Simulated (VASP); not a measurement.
Input of a VASP 6.6.1 run:

Contents of INCAR:

```
SYSTEM = WSe2
ALGO = Normal
DIPOL = 0.5 0.5 0.500
EDIFF = 1E-6
ENCUT = 520
GGA = PE
IDIPOL = 3
ISIF = 2
ISMEAR = 0
IVDW = 12
LASPH = .True.
LCHARG = .False.
LDIPOL = .True.
LREAL = .False.
LWAVE = .False.
NBANDS = 20
NELM = 100
PREC = Accurate
SIGMA = 0.02
```

Contents of KPOINTS:

```
k-points
0
Gamma
  12 12 1
  0 0 0
```

Contents of POSCAR:

```
WSe2
1.0
    3.2855209080      0.0000000000      0.0000000000
   -1.6427604540      2.9876117995      0.0000000000
    0.0000000000      0.0000000000     32.7374893303
Se W
2 1
Direct
    0.3343245130      0.6686490260      0.4494607740
    0.3343245130      0.6686490260      0.5505392260
    0.6646843073      0.3293686146      0.5000000000
```

Potentials or basis: VASP PAW PBE potentials, release 64 (Se, W_sv).

The run is started by

```console
$ cat potpaw_PBE.64/Se/POTCAR potpaw_PBE.64/W_sv/POTCAR > POTCAR
$ mpirun -np 1 vasp_std > vasp.out
```

Question: What does it give for the largest force?

Answer: 0.041 eV/Å.

Question: What does it give for the dispersion energy per atom?

Answer: -0.323 eV.

Question: What does it give for the band gap on the k mesh?

Answer: 1.36 eV.

Forces in eV/Å, atoms in the order of the input:
```
Se   0.000 -0.002 -0.041
Se   0.000 -0.002  0.041
W    0.000  0.003  0.000
```

Caveat: the cell differs from its parent crystal (strain along y +0.050, then relaxed in part); spin-orbit coupling is left out, which moves the levels of the heavy elements.
